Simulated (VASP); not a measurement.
A run of VASP 6.6.1:

The input INCAR:

```
SYSTEM = Li12NO
PREC = Accurate ; ENCUT = 520
EDIFF = 1E-6 ; ISMEAR = 0
SIGMA = 0.1 ; LREAL = .FALSE.
LASPH = .TRUE. ; NELM = 150
ALGO = Normal ; ISIF = 2
LWAVE = .FALSE. ; LCHARG = .TRUE.
ISPIN = 2 ; MAGMOM = 0 0 0 0 0 0 0 0 0 0 0 0 1 0
LORBIT = 11 ; LDIPOL = .TRUE.
IDIPOL = 3 ; DIPOL = 0.5 0.5 0.306
GGA = PE ; LVHAR = .TRUE.
LVACPOTAV = .TRUE. ; NBANDS = 40
KPAR = 4
```

Contents of KPOINTS:

```
Automatic mesh
0
G
  5 5 1
  0 0 0
```

POSCAR

```
Li12NO
1.0
    5.9451735978      0.0000000000      0.0000000000
   -1.9817245326      5.6051634218      0.0000000000
    0.0000000000      0.0000000000     22.6831262891
Li N O
12 1 1
Direct
    0.2500000000      0.2500000000      0.1763425354
    0.2500000000      0.7500000000      0.1763425354
    0.7500000000      0.2500000000      0.1763425354
    0.7500000000      0.7500000000      0.1763425354
    0.0000000000      0.0000000000      0.2794233694
    0.0000000000      0.5000000000      0.2794233694
    0.5000000000      0.0000000000      0.2794233694
    0.5000000000      0.5000000000      0.2794233694
    0.2500000000      0.2500000000      0.3828011262
    0.2500000000      0.7500000000      0.3828011262
    0.7500000000      0.2500000000      0.3828011262
    0.7500000000      0.7500000000      0.3828011262
    0.9166666667      0.5833333333      0.4670046868
    1.0885556720      0.7552223387      0.4670046868
```

Potentials or basis: VASP PAW PBE potentials, release 64 (Li_sv, N, O).

Launch:

```bash
$ cat potpaw_PBE.64/Li_sv/POTCAR potpaw_PBE.64/N/POTCAR potpaw_PBE.64/O/POTCAR > POTCAR
$ mpirun -np 4 vasp_std > vasp.out
```

Hardware: 4 MPI ranks on Intel(R) Xeon(R) Platinum 8375C CPU @ 2.90GHz (Ice Lake), on a shared host.

**Question.** Estimate the wall time of this run.

**Answer.** Wall time 13 min on 4 MPI ranks on Intel(R) Xeon(R) Platinum 8375C CPU @ 2.90GHz (Ice Lake) (shared host), peak memory 1.5 GiB a rank. Counts: scf iterations 34, k points 13.
